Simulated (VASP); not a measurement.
# SnSe (P1) in VASP: further runs

The runs below take SnSe through single point, with PBEsol+D3(BJ).

Everything below comes from runs of VASP 6.6.1. Logs are shortened: lines on timing, memory, paths and dates and some standing lists are left out, and cuts for length are marked.

### Step 1. The cell of the first run

The typed cell holds 2 atoms: a = 4.264 Å, b = 4.163 Å, c = 4.174 Å, α = 58.78°, β = 60.84°, γ = 61.72°.

### Step 2. Single point, PBEsol+D3(BJ)

INCAR reads:

```
SYSTEM = SnSe
  PREC = Accurate
  ENCUT = 500
  EDIFF = 1E-6
  ISMEAR = 0
  SIGMA = 0.01
  LREAL = .FALSE.
  LASPH = .TRUE.
  NELM = 120
  ALGO = Normal
  ISIF = 2
  LWAVE = .FALSE.
  LCHARG = .FALSE.
  GGA = PS
  IVDW = 12
  NBANDS = 17
  GGA_COMPAT = .FALSE.
```

KPOINTS reads:

```
regular mesh
0
G
  4 4 4
  0 0 0
```

POSCAR reads:

```
SnSe
1.0
   -0.0910000000      3.0366800000      2.9924400000
    2.9934100000      0.0083400000      2.8931000000
    2.9794400000      2.9233800000      0.0223000000
Sn Se
1 1
Direct
    0.9945300000      0.0021300000      0.9977100000
    0.4960000000      0.5045200000      0.4834500000
```

Potentials or basis: VASP PAW PBE potentials, release 64 (Sn_d, Se).

Launch:

```sh
$ cat potpaw_PBE.64/Sn_d/POTCAR potpaw_PBE.64/Se/POTCAR > POTCAR
$ mpirun -np 1 vasp_std > vasp.out
```

OUTCAR:

```text
SYSTEM = SnSe
   PREC = Accurate
   ENCUT = 500
   EDIFF = 1E-6
   ISMEAR = 0
   LREAL = .FALSE.
   LASPH = .TRUE.
   NELM = 120
   ISIF = 2
   GGA = PS
   IVDW = 12
 IVDW          = 12

 ion  position               nearest neighbor table
   1  0.995  0.002  0.998-   2 2.92   2 2.94   2 2.94   2 3.00   2 3.01   2 3.07
   2  0.496  0.505  0.483-   1 2.92   1 2.94   1 2.94   1 3.00   1 3.01   1 3.07

  LATTYP: Found a triclinic cell.
 ALAT       =     4.2643174807
 B/A-ratio  =     1.3962113121
 C/A-ratio  =     0.9762415236
 COS(alpha) =     0.0035235847
 COS(beta)  =     0.4737594943
 COS(gamma) =     0.7265676318

  Lattice vectors:

 A1 = (   0.0910000000,  -3.0366800000,  -2.9924400000)
 A2 = (   0.1049700000,  -5.9517200000,  -0.1216400000)
 A3 = (  -2.9934100000,  -0.0083400000,  -2.8931000000)

Analysis of symmetry for initial positions (statically):
=====================================================================
 Subroutine PRICEL returns:
 Original cell was already a primitive cell.

 Routine SETGRP: Setting up the symmetry group for a
 triclinic supercell.

 Subroutine GETGRP returns: Found  1 space group operations
 (whereof  1 operations were pure point group operations)
 out of a pool of  2 trial point group operations.

The static configuration has the point symmetry C_1 .

Analysis of symmetry for dynamics (positions and initial velocities):
=====================================================================
 Subroutine PRICEL returns:
 Original cell was already a primitive cell.

 Routine SETGRP: Setting up the symmetry group for a
 triclinic supercell.

 Subroutine GETGRP returns: Found  1 space group operations
 (whereof  1 operations were pure point group operations)
 out of a pool of  2 trial point group operations.

The dynamic configuration has the point symmetry C_1 .

 Subroutine INISYM returns: Found  1 space group operations
 (whereof  1 operations are pure point group operations),
 and found     1 'primitive' translations

----------------------------------------------------------------------------------------

                                     Primitive cell

  volume of cell :      52.8547

  direct lattice vectors                    reciprocal lattice vectors
    -0.091000000  3.036680000  2.992440000    -0.160013230  0.161822345  0.165094745
     2.993410000  0.008340000  2.893100000     0.164230013 -0.168723532  0.176212157
     2.979440000  2.923380000  0.022300000     0.165746259  0.174457127 -0.171995949

  length of vectors
     4.264317481  4.163003795  4.174171849     0.281152948  0.294091570  0.295786609

  position of ions in fractional coordinates (direct lattice)
     0.994530000  0.002130000  0.997710000
     0.496000000  0.504520000  0.483450000

  ion indices of the primitive-cell ions
   primitive index   ion index
                 1           1
                 2           2

----------------------------------------------------------------------------------------

 KPOINTS: regular mesh

Automatic generation of k-mesh.
 Grid dimensions read from file:
 generate k-points for:    4    4    4

 Generating k-lattice:

  Cartesian coordinates                     Fractional coordinates (reciprocal lattice)
    -0.040003308  0.040455586  0.041273686     0.250000000 -0.000000000 -0.000000000
     0.041057503 -0.042180883  0.044053039     0.000000000  0.250000000 -0.000000000
     0.041436565  0.043614282 -0.042998987     0.000000000  0.000000000  0.250000000

  Length of vectors
     0.070288237  0.073522893  0.073946652

  Shift w.r.t. Gamma in fractional coordinates (k-lattice)
     0.000000000  0.000000000  0.000000000

 Subroutine IBZKPT returns following result:
 ===========================================

 Found     36 irreducible k-points:

 Following reciprocal coordinates:
            Coordinates               Weight
  0.000000  0.000000  0.000000      1.000000
  0.250000 -0.000000 -0.000000      2.000000
  0.500000 -0.000000 -0.000000      1.000000
  0.000000  0.250000  0.000000      2.000000
  0.250000  0.250000  0.000000      2.000000
  0.500000  0.250000 -0.000000      2.000000
[... 16 lines left out ...]
  0.000000 -0.250000  0.250000      2.000000
  0.250000 -0.250000  0.250000      2.000000
 [... further k-points ...]
   k-points           NKPTS =     36   k-points in BZ     NKDIM =     36   number of bands    NBANDS=     17
   number of dos      NEDOS =    301   number of ions     NIONS =      2
   total plane-waves  NPLWV =  28800
   dimension x,y,z NGX =    32 NGY =   30 NGZ =   30
   dimension x,y,z NGXF=    64 NGYF=   60 NGZF=   60
   ions per type =               1   1
   NGX,Y,Z   is equivalent  to a cutoff of  12.48, 11.98, 11.95 a.u.
   NGXF,Y,Z  is equivalent  to a cutoff of  24.95, 23.96, 23.90 a.u.
 SYSTEM =  SnSe
   PREC   = accura    normal or accurate (medium, high low for compatibility)
   ISTART =      0    job   : 0-new  1-cont  2-samecut
   ICHARG =      2    charge: 1-file 2-atom 10-const
   ISPIN  =      1    spin polarized calculation?
   LNONCOLLINEAR =      F non collinear calculations
   LSORBIT =      F    spin-orbit coupling
   LASPH  =      T    aspherical Exc in radial PAW
   ENCUT  =  500.0 eV  36.75 Ry    6.06 a.u.   7.77  7.59  7.61*2*pi/ulx,y,z
   NELM   =    120;   NELMIN=  2; NELMDL= -5     # of ELM steps
   EDIFF  = 0.1E-05   stopping-criterion for ELM
   LREAL  =      F    real-space projection
   EDIFFG = 0.1E-04   stopping-criterion for IOM
   NSW    =      0    number of steps for IOM
   IBRION =     -1    ionic relax: 0-MD 1-quasi-New 2-CG
   NFREE  =      0    steps in history (QN), initial steepest desc. (CG)
   ISIF   =      2    stress and relaxation
   ISYM   =      2    0-nonsym 1-usesym 2-fastsym
   POTIM  = 0.5000    time-step for ionic-motion
   TEBEG  =    0.0;   TEEND  =   0.0 temperature during run
   PSTRESS=    0.0 pullay stress
   NELECT =      20.0000    total number of electrons
   NUPDOWN=      -1.0000    fix difference up-down
   EMIN   =  10.00;   EMAX   =-10.00  energy-range for DOS
   EFERMI =   0.00;   METHOD = LEGACY
   ISMEAR =     0;   SIGMA  =   0.01  broadening in eV -4-tet -1-fermi 0-gaus
   EFERMI_NEDOS =   21; number of points for ismear=-14 and -15
   IALGO  =     38    algorithm
   IMIX   =      4    mixing-type and parameters
     AMIX     =   0.40;   BMIX     =  1.00
     AMIX_MAG =   1.60;   BMIX_MAG =  1.00
  volume/ion in A,a.u.               =      26.43       178.34
  Fermi-wavevector in a.u.,A,eV,Ry     =   1.184106  2.237635 19.076809  1.402106
  Thomas-Fermi vector in A             =   2.320326
   LORBIT       =      0    0 simple, 1 ext, 2 COOP (PROOUT), +10 PAW based schemes
   GGA     = PS    functional components
   LHFCALC =     F    Hartree Fock is set to
   AEXX    =    0.0000 exact exchange contribution
   IVDW    =    12    specifies the selected vdW correction
   LEPSILON=     F    determine dielectric tensor
   LRPA    =     F    only Hartree local field effects (RPA)
 non-spin polarized calculation
 Gauss-broadening in eV      SIGMA  =   0.01
  energy-cutoff  :      500.00
  volume of cell :       52.85
 maximum number of plane-waves:      1358
   NGX = 15   NGY = 15   NGZ = 15

 number of electron      20.0000004 magnetization

 Free energy of the ion-electron system (eV)
  ---------------------------------------------------
  ext. energy  EPLUGINS =         0.00000000
  ---------------------------------------------------
  free energy    TOTEN  =        -9.03315055 eV

  energy without entropy =       -9.03315055  energy(sigma->0) =       -9.03315055

 E-fermi :   5.9653     XC(G=0):  -9.9399

 val. band max:        5.9145604958   @ k =   0.5000  -0.0000  -0.0000
 cond. band min:       6.3215606248   @ k =  -0.0000   0.0000   0.5000
 fundamental gap:      0.4070001290
 Fermi energy:         5.9653391371

 k-point     1 :       0.0000    0.0000    0.0000
  band No.  band energies     occupation
      1     -15.7428      2.00000
      2     -15.7387      2.00000
      3     -15.7361      2.00000
      4     -15.7332      2.00000
      5     -15.7327      2.00000
      6      -8.3602      2.00000
[... 9 lines left out ...]
     16      11.9453      0.00000
     17      13.6650      0.00000

 k-point     2 :       0.2500   -0.0000   -0.0000
  band No.  band energies     occupation
      1     -15.7463      2.00000
      2     -15.7418      2.00000
      3     -15.7345      2.00000
      4     -15.7280      2.00000
      5     -15.7272      2.00000
      6      -7.9606      2.00000
[... 9 lines left out ...]
     16      13.1239      0.00000
     17      16.5507      0.00000

 k-point     3 :       0.5000   -0.0000   -0.0000
  band No.  band energies     occupation
      1     -15.7499      2.00000
      2     -15.7459      2.00000
      3     -15.7326      2.00000
      4     -15.7228      2.00000
      5     -15.7209      2.00000
      6      -7.4298      2.00000
[... 9 lines left out ...]
     16      15.7799      0.00000
     17      15.9649      0.00000

 k-point     4 :       0.0000    0.2500    0.0000
  band No.  band energies     occupation
      1     -15.7447      2.00000
      2     -15.7419      2.00000
      3     -15.7339      2.00000
      4     -15.7292      2.00000
      5     -15.7262      2.00000
      6      -7.9201      2.00000
[... 9 lines left out ...]
     16      13.2512      0.00000
     17      16.7146      0.00000
[... 343 lines left out ...]
      1     -15.7623      2.00000
      2     -15.7372      2.00000
      3     -15.7327      2.00000
      4     -15.7257      2.00000
      5     -15.7151      2.00000
      6      -7.0272      2.00000
[... 9 lines left out ...]
     16      17.0442      0.00000
     17      18.5617      0.00000

 k-point    23 :       0.0000   -0.2500    0.2500
  band No.  band energies     occupation
      1     -15.7486      2.00000
      2     -15.7439      2.00000
      3     -15.7330      2.00000
      4     -15.7262      2.00000
      5     -15.7185      2.00000
      6      -7.3690      2.00000
[... 9 lines left out ...]
     16      15.3733      0.00000
     17      16.2661      0.00000

 k-point    24 :       0.2500   -0.2500    0.2500
  band No.  band energies     occupation
      1     -15.7585      2.00000
      2     -15.7390      2.00000
      3     -15.7350      2.00000
      4     -15.7254      2.00000
      5     -15.7141      2.00000
      6      -7.2005      2.00000
[... 9 lines left out ...]
     16      16.5772      0.00000
     17      17.2034      0.00000

 [... further k-points ...]

------------------------ aborting loop because EDIFF is reached ----------------------------------------

 Edisp (eV)   -0.68019

 E8    (eV) :    -0.4569

  FORCE on cell =-STRESS in cart. coord.  units (eV):
  Direction    XX          YY          ZZ          XY          YZ          ZX
  --------------------------------------------------------------------------------------
  -------------------------------------------------------------------------------------
  Total      -1.92175    -1.22107    -0.56533     0.23149    -0.26724     0.17086
  in kB     -58.25380   -37.01422   -17.13690     7.01715    -8.10095     5.17932
  external pressure =      -37.47 kB  Pullay stress =        0.00 kB

 VOLUME and BASIS-vectors are now :
 -----------------------------------------------------------------------------
  energy-cutoff  :      500.00
  volume of cell :       52.85
      direct lattice vectors                 reciprocal lattice vectors
    -0.091000000  3.036680000  2.992440000    -0.160013230  0.161822345  0.165094745
     2.993410000  0.008340000  2.893100000     0.164230013 -0.168723532  0.176212157
     2.979440000  2.923380000  0.022300000     0.165746259  0.174457127 -0.171995949

 POSITION                                       TOTAL-FORCE (eV/Angst)
 -----------------------------------------------------------------------------------
      2.88849      5.93677      3.00448         0.009671     -0.006222      0.004668
      2.90551      2.92371      2.95466        -0.009671      0.006222     -0.004668
 -----------------------------------------------------------------------------------
    total drift:                               -0.000008      0.000082     -0.000322

  FREE ENERGIE OF THE ION-ELECTRON SYSTEM (eV)
  ---------------------------------------------------
  free  energy   TOTEN  =        -9.7133408925 eV

  energy  without entropy=       -9.7133408925  energy(sigma->0) =       -9.71334089
```

It took 38 s on 1 thread of Intel Xeon 8259CL, shared host; peak memory 0.2 GiB.

Results:

* Free energy: -9.7133 eV
* Pressure: -3.7 GPa
* Largest force: 0.012 eV/Å
* Band gap on the k mesh: 0.41 eV (least direct gap 0.77 eV)
* Dispersion energy per atom: -0.340 eV

Forces on the atoms (eV/Å):
```
Sn   0.010 -0.006  0.005
Se  -0.010  0.006 -0.005
```

Caveat: the k points lie up to 0.46 Å⁻¹ apart; semilocal functionals underestimate gaps, and a narrow one can read as zero; the PAW data sets were made with another functional, which shifts forces and pressure a little; spin-orbit coupling is left out, which moves the levels of the heavy elements.

[end of part 1 of 2]
